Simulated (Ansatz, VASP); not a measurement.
**Si: VASP beside Ansatz**

```
Si
1.0
     3.80197    0.00000    0.00000
    -1.90099    3.29260    0.00000
     0.00000    0.00000    6.29006
Si
4
Direct
  0.33333 0.66667 0.06305
  0.66667 0.33333 0.56305
  0.66667 0.33333 0.93695
  0.33333 0.66667 0.43695
```

Alike in both runs: functional LDA; k mesh 10 × 10 × 6; occupations gaussian, width 0.01 eV; no spin polarisation.

Ansatz relaxed the structure, and its values are those at the end. VASP's run is a single point on that final structure, the one shown.

|  | VASP | Ansatz |
| --- | --- | --- |
| version | VASP 6.6.1 | Ansatz 0.2.0 |
| potentials or method | VASP PAW LDA potentials, release 64 (Si) | scalar-relativistic, plane waves, PAW |
| plane-wave cutoff (eV) | 520 | 420 |
| valence electrons in the cell | 16 | 16 |

|  | VASP | Ansatz | Ansatz less VASP |
| --- | --- | --- | --- |
| pressure (GPa) | 0.0 | 0.0 | -0.05 |

LDA's correlation is that of Perdew and Zunger in VASP and of Perdew and Wang (1992) in Ansatz.
